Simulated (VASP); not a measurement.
The system is FeCo.

```
Fe Co
1.0
     2.84488    0.00000    0.00000
     0.00000    2.84488    0.00000
     0.00000    0.00000    2.84488
Fe Co
1 1
Cartesian
  1.4224 1.4224 1.4224
  0.0000 0.0000 0.0000
```

```yaml
Program: VASP 6.6.1
Task: relaxation of cell and atoms
Functional: LDA
Potentials_or_basis: VASP PAW LDA potentials, release 64 (Fe, Co)
Cutoff: 600 eV
k_mesh: 14 × 14 × 14
Occupations: gaussian, width 0.1 eV
Spin: collinear spin, ferromagnetic start
Starting_moments: "[3.09, 2.02] μB"
```

At the start: pressure -17.8 GPa; volume 11.51 Å³/atom.

Task: Where does the relaxation end?

Result: Over 7 steps the energy falls by 60.9 meV/atom and the volume is 10.52 Å³/atom (-8.7 %); space group Pm-3m (No. 221, to 0.1 Å) before and after; moment 4.25 μB per cell.

The path:
| step | energy change (eV) | largest force (eV/Å) | pressure (GPa) | volume (Å³) |
| --- | --- | --- | --- | --- |
| 1 | 0.0000 | 0.0000 | -17.84 | 23.02 |
| 2 | 0.0599 | 0.0000 | 31.15 | 19.01 |
| 3 | -0.1218 | 0.0000 | -0.59 | 21.08 |
| 4 | -0.1219 | 0.0000 | -0.09 | 21.04 |
| 5 | -0.1218 | 0.0000 | 0.37 | 21.00 |
| 6 | -0.1218 | 0.0000 | -0.41 | 21.07 |
| 7 | -0.1219 | 0.0000 | 0.01 | 21.03 |

Final structure:
```yaml
crystal:
  lattice:
    - [2.76033, 0.00000, 0.00000]
    - [0.00000, 2.76033, 0.00000]
    - [0.00000, 0.00000, 2.76033]
  atoms:
    - { symbol: Fe, position: [0.50000, 0.50000, 0.50000] }
    - { symbol: Co, position: [0.00000, 0.00000, 0.00000] }
```
